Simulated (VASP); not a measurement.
Set up this calculation in VASP 6.6.1, as the native input.

| Property | Result |
| --- | --- |
| Task | single point |
| Functional | r2SCAN |
| Potentials or basis | VASP PAW PBE potentials, release 64 (Cs_sv, Pb_d, Br) |
| Cutoff | 520 eV |
| k mesh | 6 × 6 × 6 |
| Occupations | gaussian, width 0.02 eV |
| Spin | no spin polarisation |
| Dipole correction | no |
| Further INCAR settings | ALGO = Normal; EDIFF = 1e-07; NBANDS = 30 |

Crystal: CsPbBr3.

```
CELL_PARAMETERS angstrom
5.93612 0.00000 0.00000
0.00000 5.93612 0.00000
0.00000 0.00000 5.93612
ATOMIC_POSITIONS crystal
Cs 0.00000 0.00000 0.00000
Pb 0.50000 0.50000 0.50000
Br 0.00000 0.50000 0.50000
Br 0.50000 0.00000 0.50000
Br 0.50000 0.50000 0.00000
```

The input as run:

POSCAR

```
CsPbBr3
1.0
    5.9361219932      0.0000000000      0.0000000000
    0.0000000000      5.9361219932      0.0000000000
    0.0000000000      0.0000000000      5.9361219932
Cs Pb Br
1 1 3
Direct
    0.0000000000      0.0000000000      0.0000000000
    0.5000000000      0.5000000000      0.5000000000
    0.0000000000      0.5000000000      0.5000000000
    0.5000000000      0.0000000000      0.5000000000
    0.5000000000      0.5000000000      0.0000000000
```

INCAR.step1

```
SYSTEM = CsPbBr3
ALGO     = Normal         ! electronic algorithm
EDIFF    = 1E-4           ! SCF threshold, eV
ENCUT    = 520            ! plane-wave cutoff, eV
GGA      = PE             ! functional
ISMEAR   = 0              ! smearing method
LASPH    = .True.         ! aspherical terms in the spheres
LCHARG   = .False.        ! write CHGCAR
LREAL    = .False.        ! projectors in reciprocal space
LWAVE    = .True.         ! write WAVECAR
NBANDS   = 30             ! bands
NELM     = 60             ! most SCF steps
PREC     = Accurate       ! precision mode
SIGMA    = 0.02           ! smearing width, eV
```

INCAR.step2

```
SYSTEM = CsPbBr3
ALGO     = Normal         ! electronic algorithm
EDIFF    = 1E-7           ! SCF threshold, eV
ENCUT    = 520            ! plane-wave cutoff, eV
ISIF     = 2              ! what is computed and relaxed
ISMEAR   = 0              ! smearing method
ISTART   = 1            
LASPH    = .True.         ! aspherical terms in the spheres
LCHARG   = .True.         ! write CHGCAR
LELF     = .True.         ! ELF
LMIXTAU  = .True.       
LREAL    = .False.        ! projectors in reciprocal space
LVHAR    = .True.       
LWAVE    = .False.        ! write WAVECAR
METAGGA  = R2SCAN         ! meta-GGA
NBANDS   = 30             ! bands
NELM     = 60             ! most SCF steps
PREC     = Accurate       ! precision mode
SIGMA    = 0.02           ! smearing width, eV
```

KPOINTS

```
k-points
0
Gamma
  6 6 6
  0 0 0
```

Potentials or basis: VASP PAW PBE potentials, release 64 (Cs_sv, Pb_d, Br).

Run with:

```sh
$ cat potpaw_PBE.64/Cs_sv/POTCAR potpaw_PBE.64/Pb_d/POTCAR potpaw_PBE.64/Br/POTCAR > POTCAR
$ cp INCAR.step1 INCAR
$ mpirun -np 1 vasp_std > vasp.out
$ cp INCAR.step2 INCAR
$ mpirun -np 1 vasp_std > vasp.out
```

It gave:

```json
{
  "Pressure": "0.0 GPa",
  "Band gap on the k mesh": "2.04 eV"
}
```

Caveat: the PAW data sets were made with another functional, which shifts forces and pressure a little; spin-orbit coupling is left out, which moves the levels of the heavy elements.

Wall time 9.4 min on 1 thread of AMD EPYC 7R13 Processor (Zen 3) (shared host), peak memory 0.41 GiB.
